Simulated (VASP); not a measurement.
Set up this calculation in VASP 6.6.1, as the native input.

| Quantity | Value |
| --- | --- |
| Task | relaxation of cell and atoms |
| Functional | r2SCAN |
| Potentials or basis | VASP PAW PBE potentials, release 64 (Au) |
| Cutoff | 600 eV |
| k mesh | 12 × 12 × 6 |
| Occupations | gaussian, width 0.1 eV |
| Spin | no spin polarisation |
| Dipole correction | no |
| Further INCAR settings | ALGO = Normal; EDIFF = 1e-06; IBRION = 2; EDIFFG = -0.05; NSW = 80; ISIF = 3 |

Crystal: Au.

```xyz
2
Lattice="2.5819 0.0000 0.0000 -1.2910 2.2360 0.0000 0.0000 0.0000 4.2138" Properties=species:S:1:pos:R:3 pbc="T T T"
Au    0.0000    1.4907    1.0535
Au    1.2910    0.7453    3.1604
```

This isn't the form of Au at room conditions, which is fcc.

The input as run:

POSCAR

```
Au
1.0
    2.5819497598      0.0000000000      0.0000000000
   -1.2909748799      2.2360340833      0.0000000000
    0.0000000000      0.0000000000      4.2138186559
Au
2
Direct
    0.3333333333      0.6666666667      0.2500000000
    0.6666666667      0.3333333333      0.7500000000
```

INCAR.step1

```
PREC = Accurate
ENCUT = 600
ISMEAR = 0
SIGMA = 0.1
LREAL = F
LASPH = T
NELM = 80
GGA = PE
ALGO = Normal
EDIFF = 1E-4
LWAVE = T
LCHARG = F
```

INCAR.step2

```
PREC = Accurate
ENCUT = 600
EDIFF = 1E-6
ISMEAR = 0
SIGMA = 0.1
LREAL = F
LASPH = T
NELM = 80
ALGO = Normal
ISIF = 3
LWAVE = F
LCHARG = F
METAGGA = R2SCAN
LMIXTAU = T
IBRION = 2
NSW = 80
EDIFFG = -0.05
ISTART = 1
```

KPOINTS

```
regular mesh
0
Gamma
  12 12 6
```

Potentials or basis: VASP PAW PBE potentials, release 64 (Au).

Command:

```bash
$ cat potpaw_PBE.64/Au/POTCAR > POTCAR
$ cp INCAR.step1 INCAR
$ mpirun -np 1 vasp_std > vasp.out
$ cp INCAR.step2 INCAR
$ mpirun -np 1 vasp_std > vasp.out
```

It gave:

| Property | Result |
| --- | --- |
| Relaxed volume | 17.66 Å³/atom |
| Relaxed cell | a = 2.888 Å, b = 2.888 Å, c = 4.892 Å, α = 90.00°, β = 90.00°, γ = 120.00° |
| Space group after relaxing (to 0.1 Å) | P6_3/mmc (No. 194) |
| Pressure after relaxing | 0.0 GPa |
| Band gap on the k mesh | zero (bands 11 and 12 overlap by 7.13 eV) |

Caveat: the volume moved by over 15 % at a fixed basis, so the end points are rough; the PAW data sets were made with another functional, which shifts forces and pressure a little; spin-orbit coupling is left out, which moves the levels of the heavy elements.

It took 10 min on 1 thread of Intel(R) Xeon(R) 6975P-C (Granite Rapids), on a shared host, peak memory 0.2 GiB.
